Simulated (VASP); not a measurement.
# Pd (P6/mmm) in VASP: notebook

Pd is run at these levels: PBE; tasks: single point.

Everything below comes from runs of VASP 6.6.1. Logs are shortened: lines on timing, memory, paths and dates and some standing lists are left out, and cuts for length are marked.

## Step 1: The cell of the first run

It takes space group P6/mmm (No. 191, hexagonal). The conventional cell has a = 2.551 Å, b = 2.551 Å, c = 2.477 Å, α = 90.00°, β = 90.00°, γ = 120.00°. Within 3.3 Å of Pd (site symmetry 6/mmm) lie 8 Pd at 2.48 to 2.55 Å.

## Step 2: Single point, PBE (volume scaled by 0.84)

INCAR reads:

```
SYSTEM = Pd
  PREC = Accurate
  ENCUT = 520
  EDIFF = 1E-6
  ISMEAR = -1
  SIGMA = 0.08
  LREAL = .FALSE.
  LASPH = .TRUE.
  NELM = 80
  ALGO = Normal
  ISIF = 2
  LWAVE = .FALSE.
  LCHARG = .FALSE.
  GGA = PE
  NBANDS = 11
```

KPOINTS reads:

```
Automatic mesh
0
G
  16 16 15
  0 0 0
```

POSCAR reads:

```
Pd
1.0
    2.5508084586      0.0000000000      0.0000000000
   -1.2754042293      2.2090649253      0.0000000000
    0.0000000000      0.0000000000      2.4766831937
Pd
1
Direct
    0.0000000000      0.0000000000      0.0000000000
```

Potentials or basis: VASP PAW PBE potentials, release 64 (Pd).

Started as:

```console
> cat potpaw_PBE.64/Pd/POTCAR > POTCAR
> mpirun -np 1 vasp_std > vasp.out
```

OUTCAR:

```text
SYSTEM = Pd
   PREC = Accurate
   ENCUT = 520
   EDIFF = 1E-6
   ISMEAR = -1
   LREAL = .FALSE.
   LASPH = .TRUE.
   NELM = 80
   ISIF = 2
   GGA = PE

 ion  position               nearest neighbor table
   1  0.000  0.000  0.000-

  LATTYP: Found a hexagonal cell.
 ALAT       =     2.5508084586
 C/A-ratio  =     0.9709404818

  Lattice vectors:

 A1 = (   2.5508084586,   0.0000000000,   0.0000000000)
 A2 = (  -1.2754042293,   2.2090649253,   0.0000000000)
 A3 = (   0.0000000000,   0.0000000000,   2.4766831937)

Analysis of symmetry for initial positions (statically):
=====================================================================
 Subroutine PRICEL returns:
 Original cell was already a primitive cell.

 Routine SETGRP: Setting up the symmetry group for a
 hexagonal supercell.

 Subroutine GETGRP returns: Found 24 space group operations
 (whereof 24 operations were pure point group operations)
 out of a pool of 24 trial point group operations.

The static configuration has the point symmetry D_6h.

Analysis of symmetry for dynamics (positions and initial velocities):
=====================================================================
 Subroutine PRICEL returns:
 Original cell was already a primitive cell.

 Routine SETGRP: Setting up the symmetry group for a
 hexagonal supercell.

 Subroutine GETGRP returns: Found 24 space group operations
 (whereof 24 operations were pure point group operations)
 out of a pool of 24 trial point group operations.

The dynamic configuration has the point symmetry D_6h.

 Subroutine INISYM returns: Found 24 space group operations
 (whereof 24 operations are pure point group operations),
 and found     1 'primitive' translations

----------------------------------------------------------------------------------------

                                     Primitive cell

  volume of cell :      13.9559

  direct lattice vectors                    reciprocal lattice vectors
     2.550808459  0.000000000  0.000000000     0.392032572  0.226340111  0.000000000
    -1.275404229  2.209064925  0.000000000     0.000000000  0.452680222  0.000000000
     0.000000000  0.000000000  2.476683194     0.000000000  0.000000000  0.403765812

  length of vectors
     2.550808459  2.550808459  2.476683194     0.452680222  0.452680222  0.403765812

  position of ions in fractional coordinates (direct lattice)
     0.000000000  0.000000000  0.000000000

  ion indices of the primitive-cell ions
   primitive index   ion index
                 1           1

----------------------------------------------------------------------------------------

 KPOINTS: Automatic mesh

Automatic generation of k-mesh.
 Grid dimensions read from file:
 generate k-points for:   16   16   15

 Generating k-lattice:

  Cartesian coordinates                     Fractional coordinates (reciprocal lattice)
     0.024502036  0.014146257  0.000000000     0.062500000  0.000000000  0.000000000
     0.000000000  0.028292514  0.000000000     0.000000000  0.062500000  0.000000000
     0.000000000  0.000000000  0.026917721     0.000000000  0.000000000  0.066666667

  Length of vectors
     0.028292514  0.028292514  0.026917721

  Shift w.r.t. Gamma in fractional coordinates (k-lattice)
     0.000000000  0.000000000  0.000000000

 Subroutine IBZKPT returns following result:
 ===========================================

 Found    240 irreducible k-points:

 Following reciprocal coordinates:
            Coordinates               Weight
  0.000000  0.000000  0.000000      1.000000
  0.062500 -0.000000  0.000000      6.000000
  0.125000 -0.000000  0.000000      6.000000
  0.187500  0.000000  0.000000      6.000000
  0.250000 -0.000000  0.000000      6.000000
  0.312500  0.000000  0.000000      6.000000
[... 16 lines left out ...]
  0.187500  0.187500  0.000000      6.000000
  0.250000  0.187500  0.000000     12.000000
 [... further k-points ...]
   k-points           NKPTS =    240   k-points in BZ     NKDIM =    240   number of bands    NBANDS=     11
   number of dos      NEDOS =    301   number of ions     NIONS =      1
   total plane-waves  NPLWV =   7200
   dimension x,y,z NGX =    20 NGY =   20 NGZ =   18
   dimension x,y,z NGXF=    40 NGYF=   40 NGZF=   36
   ions per type =               1
   NGX,Y,Z   is equivalent  to a cutoff of  13.03, 13.03, 12.08 a.u.
   NGXF,Y,Z  is equivalent  to a cutoff of  26.07, 26.07, 24.16 a.u.
 SYSTEM =  Pd
   PREC   = accura    normal or accurate (medium, high low for compatibility)
   ISTART =      0    job   : 0-new  1-cont  2-samecut
   ICHARG =      2    charge: 1-file 2-atom 10-const
   ISPIN  =      1    spin polarized calculation?
   LNONCOLLINEAR =      F non collinear calculations
   LSORBIT =      F    spin-orbit coupling
   LASPH  =      T    aspherical Exc in radial PAW
   ENCUT  =  520.0 eV  38.22 Ry    6.18 a.u.   4.74  4.74  4.60*2*pi/ulx,y,z
   NELM   =     80;   NELMIN=  2; NELMDL= -5     # of ELM steps
   EDIFF  = 0.1E-05   stopping-criterion for ELM
   LREAL  =      F    real-space projection
   EDIFFG = 0.1E-04   stopping-criterion for IOM
   NSW    =      0    number of steps for IOM
   IBRION =     -1    ionic relax: 0-MD 1-quasi-New 2-CG
   NFREE  =      0    steps in history (QN), initial steepest desc. (CG)
   ISIF   =      2    stress and relaxation
   ISYM   =      2    0-nonsym 1-usesym 2-fastsym
   POTIM  = 0.5000    time-step for ionic-motion
   TEBEG  =    0.0;   TEEND  =   0.0 temperature during run
   PSTRESS=    0.0 pullay stress
   NELECT =      10.0000    total number of electrons
   NUPDOWN=      -1.0000    fix difference up-down
   EMIN   =  10.00;   EMAX   =-10.00  energy-range for DOS
   EFERMI =   0.00;   METHOD = LEGACY
   ISMEAR =    -1;   SIGMA  =   0.08  broadening in eV -4-tet -1-fermi 0-gaus
   EFERMI_NEDOS =   21; number of points for ismear=-14 and -15
   IALGO  =     38    algorithm
   IMIX   =      4    mixing-type and parameters
     AMIX     =   0.40;   BMIX     =  1.00
     AMIX_MAG =   1.60;   BMIX_MAG =  1.00
  volume/ion in A,a.u.               =      13.96        94.18
  Fermi-wavevector in a.u.,A,eV,Ry     =   1.464949  2.768353 29.199139  2.146076
  Thomas-Fermi vector in A             =   2.580864
   LORBIT       =      0    0 simple, 1 ext, 2 COOP (PROOUT), +10 PAW based schemes
   GGA     = PE    functional components
[... 5 lines left out ...]
 non-spin polarized calculation
  energy-cutoff  :      520.00
  volume of cell :       13.96
 maximum number of plane-waves:       405
 NGX is ok and might be reduce to    20
   NGX =  9   NGY =  9   NGZ =  9

 number of electron      10.0000005 magnetization

 Free energy of the ion-electron system (eV)
  ---------------------------------------------------
  ext. energy  EPLUGINS =         0.00000000
  ---------------------------------------------------
  free energy    TOTEN  =        -4.71384430 eV

  energy without entropy =       -4.69471124  energy(sigma->0) =       -4.70427777

 E-fermi :  10.9501     XC(G=0): -13.4548

 val. band max:       10.9498689063   @ k =   0.0000   0.0000   0.0667
 cond. band min:      10.9502801844   @ k =   0.1875   0.1875   0.4000
 fundamental gap:      0.0004112781
 Fermi energy:        10.9500532069

 k-point     1 :       0.0000    0.0000    0.0000
  band No.  band energies     occupation
      1       3.2720      2.00000
      2       5.0115      2.00000
      3       7.5662      2.00000
      4       7.5662      2.00000
      5      11.0395      0.49288
      6      11.0395      0.49288
      7      27.9049      0.00000
      8      28.5036      0.00000
      9      35.2977      0.00000
     10      35.2977      0.00000
     11      36.0832      0.00000

 k-point     2 :       0.0625   -0.0000    0.0000
  band No.  band energies     occupation
      1       3.4288      2.00000
      2       5.0644      2.00000
      3       7.4745      2.00000
      4       7.6813      2.00000
      5      10.9325      1.10901
      6      11.0205      0.58634
      7      28.1763      0.00000
      8      28.6680      0.00000
      9      34.0031      0.00000
     10      34.7095      0.00000
     11      36.3979      0.00000

 k-point     3 :       0.1250   -0.0000    0.0000
  band No.  band energies     occupation
      1       3.8696      2.00000
      2       5.2175      2.00000
      3       7.2516      2.00000
      4       8.0180      2.00000
      5      10.6403      1.95921
      6      10.9667      0.89621
      7      28.8491      0.00000
      8      28.9536      0.00000
      9      32.2375      0.00000
     10      33.4197      0.00000
     11      36.3524      0.00000

 k-point     4 :       0.1875    0.0000    0.0000
  band No.  band energies     occupation
      1       4.4772      2.00000
      2       5.4311      2.00000
      3       7.0890      2.00000
      4       8.5500      2.00000
      5      10.2324      1.99975
      6      10.8871      1.37410
      7      27.8373      0.00000
      8      30.1379      0.00000
      9      31.6815      0.00000
     10      31.9274      0.00000
     11      35.9920      0.00000
[... 239 lines left out ...]
 k-point    22 :       0.4375    0.1250    0.0000
  band No.  band energies     occupation
      1       5.0750      2.00000
      2       6.2711      2.00000
      3       8.8784      2.00000
      4       9.5262      2.00000
      5      10.3229      1.99921
      6      13.8797      0.00000
      7      18.6333      0.00000
      8      24.4938      0.00000
      9      31.8511      0.00000
     10      36.5331      0.00000
     11      36.6872      0.00000

 k-point    23 :       0.1875    0.1875    0.0000
  band No.  band energies     occupation
      1       5.7550      2.00000
      2       6.2714      2.00000
      3       6.5854      2.00000
      4       9.4476      2.00000
      5      10.4891      1.99373
      6      11.0905      0.29457
      7      24.7352      0.00000
      8      25.0334      0.00000
      9      33.3753      0.00000
     10      33.7687      0.00000
     11      36.8739      0.00000

 k-point    24 :       0.2500    0.1875    0.0000
  band No.  band energies     occupation
      1       5.9906      2.00000
      2       6.0208      2.00000
      3       7.3551      2.00000
      4       9.2367      2.00000
      5      10.3090      1.99934
      6      12.3883      0.00000
      7      22.4875      0.00000
      8      23.9767      0.00000
      9      32.8482      0.00000
     10      35.3980      0.00000
     11      36.8123      0.00000

 [... further k-points ...]
[... 5 lines left out ...]
  --------------------------------------------------------------------------------------
  -------------------------------------------------------------------------------------
  Total        3.3970719      3.3970719      3.3827578     -0.0000000     -0.0000000      0.0000000
  in kB      389.9945426    389.9945426    388.3512389     -0.0000000     -0.0000000      0.0000000
  external PRESSURE =     389.4467747 kB  Pullay stress =       0.0000000 kB

 VOLUME and BASIS-vectors are now :
 -----------------------------------------------------------------------------
  energy-cutoff  :      520.00
  volume of cell :       13.96
      direct lattice vectors                 reciprocal lattice vectors
     2.550808459  0.000000000  0.000000000     0.392032572  0.226340111  0.000000000
    -1.275404229  2.209064925  0.000000000     0.000000000  0.452680222  0.000000000
     0.000000000  0.000000000  2.476683194     0.000000000  0.000000000  0.403765812

 POSITION                                       TOTAL-FORCE (eV/Angst)
 -----------------------------------------------------------------------------------
      0.00000      0.00000      0.00000         0.000000      0.000000      0.000000
 -----------------------------------------------------------------------------------
    total drift:                               -0.000000      0.000000      0.000000

  FREE ENERGIE OF THE ION-ELECTRON SYSTEM (eV)
  ---------------------------------------------------
  free  energy   TOTEN  =        -4.7138443011 eV

  energy  without entropy=       -4.6947112407  energy(sigma->0) =       -4.70427777
```

Run time: 26 s. Hardware: 1 thread of Intel Xeon Platinum 8488C (Sapphire Rapids), shared host; peak memory 0.15 GiB.

What came out:

- Free energy: -4.7138 eV
- Pressure: 38.9 GPa
- Band gap on the k mesh: zero (band 5 reaches 12.14 eV, above the bottom of band 6 at 9.48 eV)

(Continued in part 2 of 2.)
